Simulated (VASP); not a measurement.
# KNa (Pmma) in VASP: further runs, part 2 of 2

VASP 6.6.1.

### Step 4. Relaxation of cell and atoms, PBE

Input file INCAR:

```
ALGO = Normal
EDIFF = 1E-6
EDIFFG = -0.04
ENCUT = 600
GGA = PE
IBRION = 2
ISIF = 3
ISMEAR = 0
LASPH = True
LCHARG = False
LREAL = False
LWAVE = False
NELM = 60
NSW = 90
PREC = Accurate
SIGMA = 0.1
```

Input file KPOINTS:

```
k-points
0
Gamma
  4 6 4
```

Input file POSCAR:

```
KNa
1.0
    5.5436300478      0.0000000000      0.0000000000
    0.0000000000      3.6685787081      0.0000000000
    0.0000000000      0.0000000000      5.6600928640
K Na
2 2
Direct
    0.7500000000      0.0000000000      0.6870000000
    0.2500000000      0.0000000000      0.3130000000
    0.7500000000      0.5000000000      0.1880000000
    0.2500000000      0.5000000000      0.8120000000
```

Potentials or basis: VASP PAW PBE potentials, release 64 (K_sv, Na_pv).

Command:

```
$ cat potpaw_PBE.64/K_sv/POTCAR potpaw_PBE.64/Na_pv/POTCAR > POTCAR
$ mpirun -np 1 vasp_std > vasp.out
```

OUTCAR:

```text
EDIFF = 1E-6
   EDIFFG = -0.04
   ENCUT = 600
   GGA = PE
   IBRION = 2
   ISIF = 3
   ISMEAR = 0
   LASPH = True
   LREAL = False
   NELM = 60
   NSW = 90
   PREC = Accurate

 ion  position               nearest neighbor table
   1  0.750  0.000  0.687-   2 3.49   2 3.49
   2  0.250  0.000  0.313-   1 3.49   1 3.49
   3  0.750  0.500  0.188-
   4  0.250  0.500  0.812-

  LATTYP: Found a simple orthorhombic cell.
 ALAT       =     3.6685787081
 B/A-ratio  =     1.5111111111
 C/A-ratio  =     1.5428571429

  Lattice vectors:

 A1 = (   0.0000000000,  -3.6685787081,   0.0000000000)
 A2 = (   5.5436300478,   0.0000000000,   0.0000000000)
 A3 = (   0.0000000000,   0.0000000000,   5.6600928640)

Analysis of symmetry for initial positions (statically):
=====================================================================
 Subroutine PRICEL returns:
 Original cell was already a primitive cell.

 Routine SETGRP: Setting up the symmetry group for a
 simple orthorhombic supercell.

 Subroutine GETGRP returns: Found  8 space group operations
 (whereof  4 operations were pure point group operations)
 out of a pool of  8 trial point group operations.

The static configuration has the point symmetry C_2h.
 The point group associated with its full space group is D_2h.

Analysis of symmetry for dynamics (positions and initial velocities):
=====================================================================
 Subroutine PRICEL returns:
 Original cell was already a primitive cell.

 Routine SETGRP: Setting up the symmetry group for a
 simple orthorhombic supercell.

[... 131 lines left out ...]
  Fermi-wavevector in a.u.,A,eV,Ry     =   1.068447  2.019072 15.532122  1.141579
  Thomas-Fermi vector in A             =   2.204095
   LORBIT       =      0    0 simple, 1 ext, 2 COOP (PROOUT), +10 PAW based schemes
   GGA     = PE    functional components
   LHFCALC =     F    Hartree Fock is set to
   AEXX    =    0.0000 exact exchange contribution
   IVDW    =     0    specifies the selected vdW correction
   LEPSILON=     F    determine dielectric tensor
   LRPA    =     F    only Hartree local field effects (RPA)
 conjugate gradient relaxation of ions
 non-spin polarized calculation
 Gauss-broadening in eV      SIGMA  =   0.10
  energy-cutoff  :      600.00
  volume of cell :      115.11
 maximum number of plane-waves:      3875
 NGX is ok and might be reduce to    48
   NGX = 23   NGY = 15   NGZ = 23

--------------------------------------- Ionic step        1  -------------------------------------------

 number of electron      32.0000002 magnetization

 Free energy of the ion-electron system (eV)
  ---------------------------------------------------
  ext. energy  EPLUGINS =         0.00000000
  ---------------------------------------------------
  free energy    TOTEN  =        -2.70284964 eV

  energy without entropy =       -2.68333546  energy(sigma->0) =       -2.69309255

------------------------ aborting loop because EDIFF is reached ----------------------------------------

  FORCE on cell =-STRESS in cart. coord.  units (eV):
  Direction    XX          YY          ZZ          XY          YZ          ZX
  --------------------------------------------------------------------------------------
  -------------------------------------------------------------------------------------
  Total        7.0226022      7.1934062      7.0647070      0.0000000      0.0000000     -0.0000000
  in kB       97.7446540    100.1220031     98.3306925      0.0000000      0.0000000     -0.0000000
  external PRESSURE =      98.7324499 kB  Pullay stress =       0.0000000 kB
[... 291 lines left out ...]
--------------------------------------- Ionic step        9  -------------------------------------------

 number of electron      32.0000021 magnetization

 Free energy of the ion-electron system (eV)
  ---------------------------------------------------
  ext. energy  EPLUGINS =         0.00000000
  ---------------------------------------------------
  free energy    TOTEN  =        -4.61924261 eV

  energy without entropy =       -4.60255361  energy(sigma->0) =       -4.61089811

 E-fermi :   0.0350     XC(G=0):  -6.0351

 val. band max:        0.0286002700   @ k =   0.5000   0.5000   0.2500
 cond. band min:       0.0440619826   @ k =   0.0000   0.5000   0.5000
 fundamental gap:      0.0154617125
 Fermi energy:         0.0349758140

 k-point     1 :       0.0000    0.0000    0.0000
  band No.  band energies     occupation
      1     -31.8772      2.00000
      2     -31.8735      2.00000
      3     -25.0641      2.00000
      4     -25.0624      2.00000
      5     -25.0603      2.00000
      6     -25.0592      2.00000
[... 541 lines left out ...]
     19       1.3879      0.00000
     20       1.3879      0.00000

 [... further k-points ...]

------------------------ aborting loop because EDIFF is reached ----------------------------------------

  FORCE on cell =-STRESS in cart. coord.  units (eV):
  Direction    XX          YY          ZZ          XY          YZ          ZX
  --------------------------------------------------------------------------------------
  -------------------------------------------------------------------------------------
  Total       -0.0498615     -0.0222692     -0.0584971      0.0000000      0.0000000     -0.0000000
  in kB       -0.3714401     -0.1658929     -0.4357704      0.0000000      0.0000000     -0.0000000
  external PRESSURE =      -0.3243678 kB  Pullay stress =       0.0000000 kB
[... 19 lines left out ...]
  FREE ENERGIE OF THE ION-ELECTRON SYSTEM (eV)
  ---------------------------------------------------
  free  energy   TOTEN  =        -4.6192426088 eV

  energy  without entropy=       -4.6025536130  energy(sigma->0) =       -4.61089811

 reached required accuracy - stopping structural energy minimisation
```

OSZICAR:

```text
N       E                     dE             d eps       ncg     rms          rms(c)
DAV:   1     0.319283412217E+03    0.31928E+03   -0.17115E+04  1440   0.177E+03
DAV:   2     0.207728859133E+02   -0.29851E+03   -0.28975E+03  1496   0.478E+02
[... 86 lines left out ...]
DAV:   2    -0.462280736131E+01   -0.11004E-01   -0.19443E-01  1496   0.396E+00    0.464E-01
DAV:   3    -0.462015359226E+01    0.26538E-02   -0.10735E-02  1992   0.749E-01    0.234E-01
DAV:   4    -0.461925214644E+01    0.90145E-03   -0.15835E-03  1908   0.301E-01    0.621E-02
DAV:   5    -0.461924047623E+01    0.11670E-04   -0.12760E-04  1896   0.969E-02    0.184E-02
DAV:   6    -0.461924170350E+01   -0.12273E-05   -0.13293E-05  1988   0.281E-02    0.902E-03
DAV:   7    -0.461924274640E+01   -0.10429E-05   -0.12849E-06   960   0.845E-03    0.174E-03
DAV:   8    -0.461924260878E+01    0.13762E-06   -0.19388E-07   780   0.402E-03
   9 F= -.46192426E+01 E0= -.46108981E+01  d E =-.831737E-02
```

Wall time 8.1 min (1 thread of Intel Xeon Platinum 8259CL at 2.50GHz (Skylake/Cascade Lake), shared host); peak memory 0.31 GiB.

What came out:

- Free energy: -4.6192 eV
- Relaxed volume: 53.77 Å³/atom
- Relaxed cell: a = 6.747 Å, b = 4.586 Å, c = 6.951 Å, α = 90.00°, β = 90.00°, γ = 90.00°
- Space group after relaxing (to 0.1 Å): Pmma (No. 51)
- Energy gained by relaxing: 479.1 meV/atom
- Ionic steps: 9
- Pressure after relaxing: 0.0 GPa
- Largest force after relaxing: 0.032 eV/Å
- Band gap on the k mesh: zero (bands 16 and 17 overlap by 1.34 eV)

Forces on the atoms (eV/Å):
```
K    0.000  0.000  0.032
K    0.000  0.000 -0.032
Na   0.000  0.000 -0.007
Na   0.000  0.000  0.007
```

The path:
```tsv
step	energy change (eV)	largest force (eV/Å)	pressure (GPa)	volume (Å³)
1	0.0000	0.2235	9.87	115.11
2	-1.3001	0.1518	3.88	147.25
3	-1.8299	0.1004	0.97	185.45
4	-1.9020	0.0836	0.23	205.25
5	-1.9083	0.0782	0.02	213.44
6	-1.9081	0.0767	-0.05	215.83
7	-1.9093	0.0721	-0.05	215.76
8	-1.9124	0.0589	-0.05	215.53
9	-1.9164	0.0321	-0.03	215.07
```

Final structure:
```xyz
4
Lattice="6.7471 0.0000 0.0000 0.0000 4.5862 0.0000 0.0000 0.0000 6.9506" Properties=species:S:1:pos:R:3 pbc="T T T"
K     5.0603    0.0000    4.8596
K     1.6868    0.0000    2.0911
Na    5.0603    2.2931    1.2435
Na    1.6868    2.2931    5.7072
```

Caveat: the volume moved by over 15 % at a fixed basis, so the end points are rough.

### Step 5. Single point, PBE

This run uses another cell than the first one, of 53.87 Å³/atom.

Input file INCAR:

```
PREC = Accurate
ENCUT = 520
EDIFF = 1E-6
ISMEAR = 0
SIGMA = 0.1
LREAL = False
LASPH = True
NELM = 100
ALGO = Fast
ISIF = 2
LWAVE = False
LCHARG = True
GGA = PE
LELF = True
LVHAR = True
NBANDS = 24
```

Input file KPOINTS:

```
regular mesh
0
Gamma
  8 10 8
```

Input file POSCAR:

```
KNa
1.0
    6.7814279995      0.0000000000      0.0000000000
    0.0000000000      4.5553027089      0.0000000000
    0.0000000000      0.0000000000      6.9751110045
K Na
2 2
Direct
    0.7500000000      0.0000000000      0.7116191314
    0.2500000000      0.0000000000      0.2883808686
    0.7500000000      0.5000000000      0.1941433625
    0.2500000000      0.5000000000      0.8058566375
```

Command:

```
$ cat potpaw_PBE.64/K_sv/POTCAR potpaw_PBE.64/Na_pv/POTCAR > POTCAR
$ mpirun -np 1 vasp_std > vasp.out
```

It took 19 min on 1 thread of Intel Xeon Platinum 8259CL at 2.50GHz (Skylake/Cascade Lake), shared host; peak memory 0.74 GiB.

It converged, with:

| Quantity | Value |
| --- | --- |
| Free energy | -4.6506 eV |
| Pressure | 0.0 GPa |
| Largest force | 0.003 eV/Å |
| Band gap on the k mesh | zero (bands 16 and 17 overlap by 1.44 eV) |

Forces on the atoms (eV/Å):
```
K    0.000  0.000  0.003
K    0.000  0.000 -0.003
Na   0.000  0.000  0.002
Na   0.000  0.000 -0.002
```

Levels at points of the mesh, in eV from the Fermi level:
| k point | band 13 | band 14 | band 15 | band 16 | band 17 | band 18 | band 19 | band 20 |
| --- | --- | --- | --- | --- | --- | --- | --- | --- |
| (0.00, 0.00, 0.00) | -15.37 | -15.37 | -2.58 | 0.07 | 0.61 | 0.76 | 1.13 | 2.42 |
| (0.50, 0.00, 0.00) | -15.37 | -15.37 | -1.70 | -1.70 | 1.20 | 1.20 | 1.32 | 1.32 |
| (0.00, 0.50, 0.00) | -15.37 | -15.37 | -0.77 | -0.59 | 1.34 | 1.40 | 1.43 | 2.28 |
| (0.50, 0.50, 0.00) | -15.37 | -15.37 | -0.11 | -0.11 | 0.29 | 0.29 | 1.97 | 1.97 |
| (0.00, 0.00, 0.50) | -15.37 | -15.37 | -1.83 | -1.66 | 1.12 | 1.41 | 1.44 | 1.46 |
| (0.50, 0.00, 0.50) | -15.37 | -15.37 | -1.03 | -1.03 | -0.75 | -0.75 | 3.35 | 3.35 |
| (0.00, 0.50, 0.50) | -15.38 | -15.37 | -0.29 | 0.01 | 0.17 | 0.33 | 2.06 | 2.13 |
| (0.50, 0.50, 0.50) | -15.37 | -15.37 | 0.23 | 0.23 | 0.85 | 0.85 | 0.90 | 0.90 |

### Step 6. Summary

```csv
task,cell,k mesh,cutoff (eV),gap on the mesh (eV),pressure (GPa),largest force (eV/Å)
single point,"a = 5.544, b = 3.669, c = 5.660 Å, 4 atoms, atomic positions A",4 × 6 × 4,520,none,9.9,0.22
single point,"a = 6.785, b = 4.625, c = 6.955 Å, 4 atoms, atomic positions B",4 × 6 × 4,520,none,0.0,0.01
relaxation of cell and atoms,"relaxed from a = 5.544, b = 3.669, c = 5.660 Å, 4 atoms, atomic positions A",4 × 6 × 4,600,none,0.0,0.03
single point,"a = 6.781, b = 4.555, c = 6.975 Å, 4 atoms, atomic positions C",8 × 10 × 8,520,none,0.0,-
```

Alike in all rows: level PBE; potentials or basis VASP PAW PBE potentials, release 64 (K_sv, Na_pv); no spin polarisation; smearing gaussian 0.1 eV.

Caveats: the cell stands under pressure (at least some runs); the volume moved by over 15 % at a fixed basis, so the end points are rough (at least some runs).

Total energies depend on the potentials used, so only differences within one code and one set of settings carry meaning.
